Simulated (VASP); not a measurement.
Write the native input for VASP 6.6.1 that does the following.

```
Task                   : single point
Functional             : PBE
Potentials or basis    : VASP PAW PBE potentials, release 64 (Ga_d, Sn_d, O)
Cutoff                 : 520 eV
k mesh                 : 6 × 6 × 4
Occupations            : gaussian, width 0.1 eV
Spin                   : no spin polarisation
Dipole correction      : no
Further INCAR settings : ALGO = Normal; EDIFF = 1e-06; NBANDS = 34
```

The structure of Ga2SnO2 lies in POSCAR:

```
Ga2SnO2
1.0
    3.9458152900      0.0000000000      0.0000000000
   -1.9729076500      3.4171762800      0.0000000000
    0.0000000000      0.0000000000      5.4391565700
Ga Sn O
2 1 2
Direct
    0.3333333300      0.6666666700      0.4460000100
    0.6666666700      0.3333333300      0.5539999900
    0.0000000000      0.0000000000      0.0000000000
    0.3333333300      0.6666666700      0.2260000000
    0.6666666700      0.3333333300      0.7740000000
```

The input as run:

INCAR

```
SYSTEM = Ga2SnO2
  PREC = Accurate
  ENCUT = 520
  EDIFF = 1E-6
  ISMEAR = 0
  SIGMA = 0.1
  LREAL = .FALSE.
  LASPH = .TRUE.
  NELM = 100
  ALGO = Normal
  ISIF = 2
  LWAVE = .FALSE.
  LCHARG = .FALSE.
  GGA = PE
  NBANDS = 34
```

KPOINTS

```
regular mesh
0
G
  6 6 4
  0 0 0
```

Potentials or basis: VASP PAW PBE potentials, release 64 (Ga_d, Sn_d, O).

The run is started by

```bash
$ cat potpaw_PBE.64/Ga_d/POTCAR potpaw_PBE.64/Sn_d/POTCAR potpaw_PBE.64/O/POTCAR > POTCAR
$ mpirun -np 1 vasp_std > vasp.out
```

It gave:

| Property | Result |
| --- | --- |
| Pressure | 159.2 GPa |
| Largest force | 80.336 eV/Å |
| Band gap on the k mesh | zero (band 26 reaches 9.22 eV, above the bottom of band 27 at 7.14 eV) |

Caveat: spin-orbit coupling is left out, which moves the levels of the heavy elements; forces of over 1 eV/Å act on the atoms, so gaps and moduli don't describe the material at rest.

It took 42 s on 1 thread of Intel(R) Xeon(R) 6975P-C (Granite Rapids), on a shared host, peak memory 0.21 GiB.
